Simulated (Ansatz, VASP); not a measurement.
## ScHO2: VASP beside Ansatz

The input INCAR:

```
PREC = Accurate ; ENCUT = 520
EDIFF = 1E-7 ; ISMEAR = 0
SIGMA = 0.01 ; LREAL = False
LASPH = True ; NELM = 100
ALGO = Normal ; ISIF = 2
LWAVE = False ; LCHARG = False
GGA = CA ; NBANDS = 20
```

Contents of KPOINTS:

```
Automatic mesh
0
Gamma
  7 7 7
```

File POSCAR:

```
ScHO2
1.0
    1.6165890000      0.9333380000      4.5309240000
   -1.6165890000      0.9333380000      4.5309240000
    0.0000000000     -1.8666760000      4.5309240000
Sc H O
1 1 2
Direct
    0.0000000000      0.0000000000      0.0000000000
    0.5000000000      0.5000000000      0.5000000000
    0.5897010000      0.5897010000      0.5897010000
    0.4102990000      0.4102990000      0.4102990000
```

Input for Ansatz:

```yaml
crystal:
  lattice:
    - [1.616589, 0.933338, 4.530924]
    - [-1.616589, 0.933338, 4.530924]
    - [0.0, -1.866676, 4.530924]
  atoms:
    - { symbol: Sc, position: [0.0, 0.0, 0.0] }
    - { symbol: H, position: [0.5, 0.5, 0.5] }
    - { symbol: O, position: [0.5897009999999999, 0.5897009999999999, 0.589701] }
    - { symbol: O, position: [0.410299, 0.4102990000000001, 0.410299] }
basis:
  ecutwfc: 450.0
kpoints:
  mp_grid:
    grid: [7, 7, 7]
  band_path:
    path:
      - [0.5, -0.19496, 0.19496]
      - [0.5, 0.0, 0.0]
      - [0.0, 0.0, 0.0]
      - [0.34748, -0.34748, 0.0]
    npoints: 10
hamiltonian:
  xc: lda
scf:
  n_extra_bands: 6
  occupations:
    method: fixed
```

Alike in both runs: task single point; functional LDA; k mesh 7 × 7 × 7; no spin polarisation.

|  | VASP | Ansatz |
| --- | --- | --- |
| version | VASP 6.6.1 | Ansatz 0.2.0 |
| potentials or method | VASP PAW LDA potentials, release 64 (Sc_sv, H, O), cutoff 520 eV | plane waves, PAW |
| occupations | gaussian, width 0.01 eV | fixed |
| valence electrons in the cell | 24 | 24 |

```csv
,VASP,Ansatz,Ansatz less VASP
gap on the k mesh at the Fermi level (eV),3.88,3.91,+0.023
```

LDA's correlation is that of Perdew and Zunger in VASP and of Perdew and Wang (1992) in Ansatz.
